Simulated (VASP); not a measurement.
# CuO (Cccm) in VASP: notebook

The runs below take CuO through single point, with LDA, PBEsol, PBE.

Everything below comes from runs of VASP 6.6.1. Logs are shortened: lines on timing, memory, paths and dates and some standing lists are left out, and cuts for length are marked.

## (1) The cell of the first run

It takes space group Cccm (No. 66, orthorhombic). The conventional cell has a = 4.026 Å, b = 4.042 Å, c = 5.044 Å, α = 90.00°, β = 90.00°, γ = 90.00°. Cu (site symmetry 2/m) has 4 O at 1.90 Å within 2.5 Å. O (site symmetry 222) has 4 Cu at 1.90 Å and 2 O at 2.52 Å within 2.6 Å.

## (2) Single point, LDA

File INCAR:

```
ALGO = Fast
EDIFF = 1E-7
ENCUT = 520
GGA = CA
ISIF = 2
ISMEAR = 0
LASPH = T
LCHARG = F
LREAL = F
LWAVE = F
NBANDS = 25
NELM = 80
PREC = Accurate
SIGMA = 0.1
```

File KPOINTS:

```
k-points
0
Gamma
  14 14 8
```

File POSCAR:

```
CuO
1.0
    2.0132240832     -2.0211505101      0.0000000000
    2.0132240832      2.0211505101      0.0000000000
    0.0000000000      0.0000000000      5.0443830555
Cu O
2 2
Direct
    0.0000000000      0.5000000000      0.0000000000
    0.5000000000      0.0000000000      0.5000000000
    0.5000000000      0.5000000000      0.2500000000
    0.5000000000      0.5000000000      0.7500000000
```

Potentials or basis: VASP PAW LDA potentials, release 64 (Cu, O).

On the command line:

```bash
$ cat potpaw_LDA.64/Cu/POTCAR potpaw_LDA.64/O/POTCAR > POTCAR
$ mpirun -np 1 vasp_std > vasp.out
```

OUTCAR:

```text
EDIFF = 1E-7
   ENCUT = 520
   GGA = CA
   ISIF = 2
   ISMEAR = 0
   LASPH = T
   LREAL = F
   NELM = 80
   PREC = Accurate

 ion  position               nearest neighbor table
   1  0.000  0.500  0.000-   3 1.90   4 1.90   3 1.90   4 1.90
   2  0.500  0.000  0.500-   3 1.90   4 1.90   3 1.90   4 1.90
   3  0.500  0.500  0.250-   1 1.90   2 1.90   2 1.90   1 1.90
   4  0.500  0.500  0.750-   1 1.90   2 1.90   2 1.90   1 1.90

  LATTYP: Found a base centered orthorhombic cell.
 ALAT       =     4.0264481664
 B/A-ratio  =     1.0039371806
 C/A-ratio  =     1.2528121180

  Lattice vectors:

 A1 = (   2.0132240832,  -2.0211505101,   0.0000000000)
 A2 = (   2.0132240832,   2.0211505101,   0.0000000000)
 A3 = (   0.0000000000,   0.0000000000,   5.0443830555)

Analysis of symmetry for initial positions (statically):
=====================================================================
 Subroutine PRICEL returns:
 Original cell was already a primitive cell.

 Routine SETGRP: Setting up the symmetry group for a
 base centered orthorhombic supercell.

 Subroutine GETGRP returns: Found  8 space group operations
 (whereof  4 operations were pure point group operations)
 out of a pool of  8 trial point group operations.

The static configuration has the point symmetry C_2h.
 The point group associated with its full space group is D_2h.

Analysis of symmetry for dynamics (positions and initial velocities):
=====================================================================
 Subroutine PRICEL returns:
 Original cell was already a primitive cell.

 Routine SETGRP: Setting up the symmetry group for a
 base centered orthorhombic supercell.

 Subroutine GETGRP returns: Found  8 space group operations
 (whereof  4 operations were pure point group operations)
 out of a pool of  8 trial point group operations.

The dynamic configuration has the point symmetry C_2h.
 The point group associated with its full space group is D_2h.

 Subroutine INISYM returns: Found  8 space group operations
 (whereof  4 operations are pure point group operations),
 and found     1 'primitive' translations

----------------------------------------------------------------------------------------

                                     Primitive cell

[... 92 lines left out ...]
   ENCUT  =  520.0 eV  38.22 Ry    6.18 a.u.   5.30  5.30  9.38*2*pi/ulx,y,z
   NELM   =     80;   NELMIN=  2; NELMDL= -5     # of ELM steps
   EDIFF  = 0.1E-06   stopping-criterion for ELM
   LREAL  =      F    real-space projection
   EDIFFG = 0.1E-05   stopping-criterion for IOM
   NSW    =      0    number of steps for IOM
   IBRION =     -1    ionic relax: 0-MD 1-quasi-New 2-CG
   NFREE  =      0    steps in history (QN), initial steepest desc. (CG)
   ISIF   =      2    stress and relaxation
   ISYM   =      2    0-nonsym 1-usesym 2-fastsym
   POTIM  = 0.5000    time-step for ionic-motion
   TEBEG  =    0.0;   TEEND  =   0.0 temperature during run
   PSTRESS=    0.0 pullay stress
   NELECT =      34.0000    total number of electrons
   NUPDOWN=      -1.0000    fix difference up-down
   EMIN   =  10.00;   EMAX   =-10.00  energy-range for DOS
   EFERMI =   0.00;   METHOD = LEGACY
   ISMEAR =     0;   SIGMA  =   0.10  broadening in eV -4-tet -1-fermi 0-gaus
   EFERMI_NEDOS =   21; number of points for ismear=-14 and -15
   IALGO  =     68    algorithm
   IMIX   =      4    mixing-type and parameters
     AMIX     =   0.40;   BMIX     =  1.00
     AMIX_MAG =   1.60;   BMIX_MAG =  1.00
  volume/ion in A,a.u.               =      10.26        69.26
  Fermi-wavevector in a.u.,A,eV,Ry     =   1.537416  2.905296 32.159402  2.363649
  Thomas-Fermi vector in A             =   2.643928
   LORBIT       =      0    0 simple, 1 ext, 2 COOP (PROOUT), +10 PAW based schemes
   GGA     = CA    functional components
   LHFCALC =     F    Hartree Fock is set to
   AEXX    =    0.0000 exact exchange contribution
   IVDW    =     0    specifies the selected vdW correction
   LEPSILON=     F    determine dielectric tensor
   LRPA    =     F    only Hartree local field effects (RPA)
 non-spin polarized calculation
 RMM-DIIS sequential band-by-band and
 Gauss-broadening in eV      SIGMA  =   0.10
  energy-cutoff  :      520.00
  volume of cell :       41.05
 maximum number of plane-waves:      1138
 NGX is ok and might be reduce to    24
   NGX = 11   NGY = 11   NGZ = 19

 number of electron      33.9999977 magnetization

 Free energy of the ion-electron system (eV)
  ---------------------------------------------------
  ext. energy  EPLUGINS =         0.00000000
  ---------------------------------------------------
  free energy    TOTEN  =       -23.32946794 eV

  energy without entropy =      -23.31674379  energy(sigma->0) =      -23.32310587

 E-fermi :   5.5784     XC(G=0): -12.2745

 val. band max:        5.5721637594   @ k =   0.5000   0.0714   0.2500
 cond. band min:       5.5800495436   @ k =   0.3571   0.0000   0.1250
 fundamental gap:      0.0078857842
 Fermi energy:         5.5784434208

 k-point     1 :       0.0000    0.0000    0.0000
  band No.  band energies     occupation
      1     -14.6304      2.00000
      2     -13.0667      2.00000
      3      -3.3694      2.00000
      4      -0.4402      2.00000
      5      -0.4315      2.00000
      6       1.3581      2.00000
[... 661 lines left out ...]
     24      18.8579      0.00000
     25      20.7394      0.00000

 [... further k-points ...]

------------------------ aborting loop because EDIFF is reached ----------------------------------------

  FORCE on cell =-STRESS in cart. coord.  units (eV):
  Direction    XX          YY          ZZ          XY          YZ          ZX
  --------------------------------------------------------------------------------------
  -------------------------------------------------------------------------------------
  Total        0.2316570      0.2195511      0.3775456     -0.0000000      0.0000000      0.0000000
  in kB        9.0412219      8.5687466     14.7350342     -0.0000000      0.0000000      0.0000000
  external PRESSURE =      10.7816676 kB  Pullay stress =       0.0000000 kB

 VOLUME and BASIS-vectors are now :
 -----------------------------------------------------------------------------
  energy-cutoff  :      520.00
  volume of cell :       41.05
      direct lattice vectors                 reciprocal lattice vectors
     2.013224083 -2.021150510  0.000000000     0.248357848 -0.247383853  0.000000000
     2.013224083  2.021150510  0.000000000     0.248357848  0.247383853  0.000000000
     0.000000000  0.000000000  5.044383055     0.000000000  0.000000000  0.198240298

 POSITION                                       TOTAL-FORCE (eV/Angst)
 -----------------------------------------------------------------------------------
      1.00661      1.01058      0.00000        -0.000000     -0.000000      0.000000
      1.00661     -1.01058      2.52219         0.000000     -0.000000      0.000000
      2.01322      0.00000      1.26110        -0.000000      0.000000      0.000000
      2.01322      0.00000      3.78329        -0.000000     -0.000000      0.000000
 -----------------------------------------------------------------------------------
    total drift:                                0.000000     -0.000000     -0.000000

  FREE ENERGIE OF THE ION-ELECTRON SYSTEM (eV)
  ---------------------------------------------------
  free  energy   TOTEN  =       -23.3294679422 eV

  energy  without entropy=      -23.3167437904  energy(sigma->0) =      -23.32310587
```

OSZICAR:

```text
N       E                     dE             d eps       ncg     rms          rms(c)
DAV:   1     0.294329419506E+03    0.29433E+03   -0.16380E+04 15179   0.218E+03
DAV:   2     0.753218974870E+01   -0.28680E+03   -0.26393E+03 14466   0.400E+02
DAV:   3    -0.282700392710E+02   -0.35802E+02   -0.33899E+02 17894   0.158E+02
DAV:   4    -0.294698341985E+02   -0.11998E+01   -0.11933E+01 18005   0.308E+01
DAV:   5    -0.294904438896E+02   -0.20610E-01   -0.20601E-01 18929   0.362E+00    0.177E+01
RMM:   6    -0.268447617255E+02    0.26457E+01   -0.37804E+01 16882   0.855E+01    0.133E+01
RMM:   7    -0.234003939750E+02    0.34444E+01   -0.11556E+01 16798   0.454E+01    0.270E+00
RMM:   8    -0.233705546521E+02    0.29839E-01   -0.38463E-01 19097   0.451E+00    0.163E+00
RMM:   9    -0.233475080667E+02    0.23047E-01   -0.12153E-01 19115   0.352E+00    0.104E+00
RMM:  10    -0.233286040638E+02    0.18904E-01   -0.44698E-02 18979   0.218E+00    0.138E-01
RMM:  11    -0.233294182474E+02   -0.81418E-03   -0.12275E-02 20240   0.103E+00    0.101E-01
RMM:  12    -0.233294432648E+02   -0.25017E-04   -0.19936E-03 19618   0.364E-01    0.230E-02
RMM:  13    -0.233294682339E+02   -0.24969E-04   -0.42307E-04 21457   0.150E-01    0.924E-03
RMM:  14    -0.233294681943E+02    0.39565E-07   -0.21783E-05 19353   0.463E-02    0.706E-03
RMM:  15    -0.233294684856E+02   -0.29130E-06   -0.10464E-05 20678   0.255E-02    0.555E-03
RMM:  16    -0.233294678908E+02    0.59485E-06   -0.15389E-06 17459   0.127E-02    0.666E-04
RMM:  17    -0.233294679422E+02   -0.51414E-07   -0.50606E-07 14938   0.590E-03
   1 F= -.23329468E+02 E0= -.23323106E+02  d E =-.127242E-01
```

It took 7.9 min on 1 thread of Oxide Virtual Turin-like, shared host; peak memory 0.29 GiB.

What came out:

```yaml
Free_energy: -23.3295 eV
Pressure: 1.1 GPa
Band_gap_on_the_k_mesh: zero (bands 17 and 18 overlap by 1.22 eV)
```

Caveat: semilocal functionals often make such compounds metallic where correlation or magnetic order opens a gap, which also shifts bond lengths. With open d or f shells a metallic result of LDA can be an artefact of self-interaction; +U or a hybrid may open a gap.

## (3) Single point, PBEsol

This run uses another cell than the first one, of 10.66 Å³/atom.

File INCAR:

```
SYSTEM = CuO
PREC = Accurate
ENCUT = 520
EDIFF = 1E-6
ISMEAR = 0
SIGMA = 0.1
LREAL = .FALSE.
LASPH = .TRUE.
NELM = 60
ALGO = Fast
ISIF = 2
LWAVE = .FALSE.
LCHARG = .TRUE.
GGA = PS
LELF = .TRUE.
LVHAR = .TRUE.
NBANDS = 25
```

File KPOINTS:

```
Automatic mesh
0
G
  14 14 8
  0 0 0
```

File POSCAR:

```
CuO
1.0
    2.0425419736     -2.0503486103      0.0000000000
    2.0425419736      2.0503486103      0.0000000000
    0.0000000000      0.0000000000      5.0922653824
Cu O
2 2
Direct
    0.0000000000      0.5000000000      0.0000000000
    0.5000000000      0.0000000000      0.5000000000
    0.5000000000      0.5000000000      0.2500000000
    0.5000000000      0.5000000000      0.7500000000
```

Potentials or basis: VASP PAW PBE potentials, release 64 (Cu, O).

On the command line:

```bash
$ cat potpaw_PBE.64/Cu/POTCAR potpaw_PBE.64/O/POTCAR > POTCAR
$ mpirun -np 1 vasp_std > vasp.out
```

Wall time 7.5 min (1 thread of Oxide Virtual Turin-like, shared host); peak memory 0.32 GiB.

It converged, with:

| Property | Result |
| --- | --- |
| Free energy | -21.4824 eV |
| Pressure | 0.8 GPa |
| Band gap on the k mesh | zero (bands 17 and 18 overlap by 1.21 eV) |

Stress tensor (GPa, compression positive):
```
0.68 0.00 0.00
0.00 0.64 0.00
0.00 0.00 1.11
```

Levels at points of the mesh, in eV from the Fermi level:
```tsv
k point	band 13	band 14	band 15	band 16	band 17	band 18	band 19	band 20	band 21	band 22
(0.00, 0.00, 0.00)	-2.53	-2.50	-2.40	-2.01	0.68	0.69	1.45	6.00	7.41	13.25
(0.50, 0.00, 0.00)	-2.38	-1.99	-1.65	-1.58	0.22	0.46	3.50	5.94	6.55	10.95
(0.50, 0.50, 0.00)	-2.46	-2.46	-1.66	-1.25	-1.24	1.17	1.87	7.13	9.92	9.99
(0.00, 0.00, 0.50)	-2.40	-2.40	-1.63	-1.63	0.08	0.08	3.51	3.51	11.70	11.70
(0.50, 0.00, 0.50)	-2.50	-2.47	-2.12	-1.91	-0.15	0.69	4.18	5.95	8.22	9.02
(0.50, 0.50, 0.50)	-2.02	-2.02	-1.48	-1.48	-0.52	-0.52	3.82	3.82	10.81	10.81
```

Caveat: the PAW data sets were made with another functional, which shifts forces and pressure a little; semilocal functionals often make such compounds metallic where correlation or magnetic order opens a gap, which also shifts bond lengths. With open d or f shells a metallic result of PBEsol can be an artefact of self-interaction; +U or a hybrid may open a gap.

## (4) Single point, PBE

This run uses another cell than the first one, of 11.20 Å³/atom.

File INCAR:

```
SYSTEM = CuO
ALGO = Fast
EDIFF = 1E-6
ENCUT = 520
GGA = PE
ISIF = 2
ISMEAR = 0
LASPH = .True.
LCHARG = .False.
LREAL = .False.
LWAVE = .False.
NBANDS = 25
NELM = 80
PREC = Accurate
SIGMA = 0.1
```

File KPOINTS:

```
k-points
0
Gamma
  14 14 8
  0 0 0
```

File POSCAR:

```
CuO
1.0
    2.0821502475     -2.0879421352      0.0000000000
    2.0821502475      2.0879421352      0.0000000000
    0.0000000000      0.0000000000      5.1512622974
Cu O
2 2
Direct
    0.0000000000      0.5000000000      0.0000000000
    0.5000000000      0.0000000000      0.5000000000
    0.5000000000      0.5000000000      0.2500000000
    0.5000000000      0.5000000000      0.7500000000
```

On the command line:

```bash
$ cat potpaw_PBE.64/Cu/POTCAR potpaw_PBE.64/O/POTCAR > POTCAR
$ mpirun -np 1 vasp_std > vasp.out
```

Wall time 9.7 min (1 thread of Oxide Virtual Turin-like, shared host); peak memory 0.33 GiB.

The run converged. Its results:

| Quantity | Value |
| --- | --- |
| Free energy | -19.7358 eV |
| Pressure | 0.6 GPa |
| Band gap on the k mesh | zero (bands 17 and 18 overlap by 1.18 eV) |

Stress tensor (GPa, compression positive):
```
0.47 0.00 0.00
0.00 0.44 0.00
0.00 0.00 0.85
```

Levels at points of the mesh, in eV from the Fermi level:
| k point | band 14 | band 15 | band 16 | band 17 | band 18 | band 19 | band 20 | band 21 |
| --- | --- | --- | --- | --- | --- | --- | --- | --- |
| (0.00, 0.00, 0.00) | -2.37 | -2.28 | -1.90 | 0.65 | 0.66 | 1.38 | 6.08 | 7.25 |
| (0.50, 0.00, 0.00) | -1.88 | -1.58 | -1.50 | 0.20 | 0.45 | 3.74 | 5.81 | 6.41 |
| (0.50, 0.50, 0.00) | -2.35 | -1.62 | -1.21 | -1.21 | 1.10 | 2.16 | 7.20 | 9.75 |
| (0.00, 0.00, 0.50) | -2.26 | -1.55 | -1.55 | 0.10 | 0.10 | 3.44 | 3.44 | 11.60 |
| (0.50, 0.00, 0.50) | -2.34 | -2.02 | -1.83 | -0.19 | 0.66 | 4.33 | 5.83 | 8.24 |
| (0.50, 0.50, 0.50) | -1.90 | -1.43 | -1.43 | -0.53 | -0.53 | 4.01 | 4.01 | 10.36 |

Caveat: semilocal functionals often make such compounds metallic where correlation or magnetic order opens a gap, which also shifts bond lengths. With open d or f shells a metallic result of PBE can be an artefact of self-interaction; +U or a hybrid may open a gap.

## (5) Single point, PBE

This run uses another cell than the first one, of 11.20 Å³/atom.

File INCAR:

```
  ALGO = Fast
  EDIFF = 1E-7
  ENCUT = 520
  GGA = PE
  ISIF = 2
  ISMEAR = 0
  LASPH = True
  LCHARG = False
  LREAL = False
  LWAVE = False
  NBANDS = 25
  NELM = 100
  PREC = Accurate
  SIGMA = 0.1
```

File KPOINTS:

```
k-points
0
Gamma
  14 14 8
```

File POSCAR:

```
CuO
1.0
    2.0832255611     -2.0870814213      0.0000000000
    2.0832255611      2.0870814213      0.0000000000
    0.0000000000      0.0000000000      5.1512976092
Cu O
2 2
Direct
    0.0000000000      0.5000000000      0.0000000000
    0.5000000000      0.0000000000      0.5000000000
    0.5000000000      0.5000000000      0.2500000000
    0.5000000000      0.5000000000      0.7500000000
```

On the command line:

```bash
$ cat potpaw_PBE.64/Cu/POTCAR potpaw_PBE.64/O/POTCAR > POTCAR
$ mpirun -np 1 vasp_std > vasp.out
```

Wall time 10 min (1 thread of Oxide Virtual Turin-like, shared host); peak memory 0.33 GiB.

The run converged. Its results:

* Free energy: -19.7359 eV
* Pressure: 0.6 GPa
* Band gap on the k mesh: zero (bands 17 and 18 overlap by 1.18 eV)

Stress tensor (GPa, compression positive):
```
0.47 0.00 0.00
0.00 0.45 0.00
0.00 0.00 0.86
```

Levels at points of the mesh, in eV from the Fermi level:
```csv
k point,band 13,band 14,band 15,band 16,band 17,band 18,band 19,band 20,band 21,band 22
"(0.00, 0.00, 0.00)",-2.39,-2.37,-2.28,-1.90,0.65,0.66,1.38,6.08,7.25,13.14
"(0.50, 0.00, 0.00)",-2.28,-1.88,-1.58,-1.50,0.20,0.45,3.74,5.81,6.41,10.87
"(0.50, 0.50, 0.00)",-2.35,-2.35,-1.62,-1.21,-1.21,1.10,2.16,7.20,9.75,9.78
"(0.00, 0.00, 0.50)",-2.26,-2.26,-1.55,-1.55,0.10,0.10,3.44,3.44,11.60,11.60
"(0.50, 0.00, 0.50)",-2.38,-2.34,-2.02,-1.83,-0.19,0.66,4.33,5.83,8.24,8.62
"(0.50, 0.50, 0.50)",-1.89,-1.89,-1.43,-1.43,-0.53,-0.53,4.01,4.01,10.36,10.36
```

Caveat: semilocal functionals often make such compounds metallic where correlation or magnetic order opens a gap, which also shifts bond lengths. With open d or f shells a metallic result of PBE can be an artefact of self-interaction; +U or a hybrid may open a gap.

## (6) Summary

| level | potentials or basis | cell | further INCAR settings | gap on the mesh (eV) | pressure (GPa) |
| --- | --- | --- | --- | --- | --- |
| LDA | VASP PAW LDA potentials, release 64 (Cu, O) | a = 2.853, b = 2.853, c = 5.044 Å, angles 90.0, 90.0, 90.2°, 4 atoms | ALGO = Fast; EDIFF = 1e-07; NBANDS = 25 | none | 1.1 |
| PBEsol | VASP PAW PBE potentials, release 64 (Cu, O) | a = 2.894, b = 2.894, c = 5.092 Å, angles 90.0, 90.0, 90.2°, 4 atoms | ALGO = Fast; EDIFF = 1e-06; NBANDS = 25 | none | 0.8 |
| PBE | VASP PAW PBE potentials, release 64 (Cu, O) | a = 2.949, b = 2.949, c = 5.151 Å, angles 90.0, 90.0, 90.2°, 4 atoms | ALGO = Fast; EDIFF = 1e-06; NBANDS = 25 | none | 0.6 |
| PBE | VASP PAW PBE potentials, release 64 (Cu, O) | a = 2.949, b = 2.949, c = 5.151 Å, angles 90.0, 90.0, 90.1°, 4 atoms | ALGO = Fast; EDIFF = 1e-07; NBANDS = 25 | none | 0.6 |

Alike in all rows: task single point; no spin polarisation; k mesh 14 × 14 × 8; cutoff (eV) 520; smearing gaussian 0.1 eV.

Caveats: semilocal functionals often make such compounds metallic where correlation or magnetic order opens a gap, which also shifts bond lengths; the PAW data sets were made with another functional, which shifts forces and pressure a little (at least some runs).

Total energies depend on the potentials used, so only differences within one code and one set of settings carry meaning.
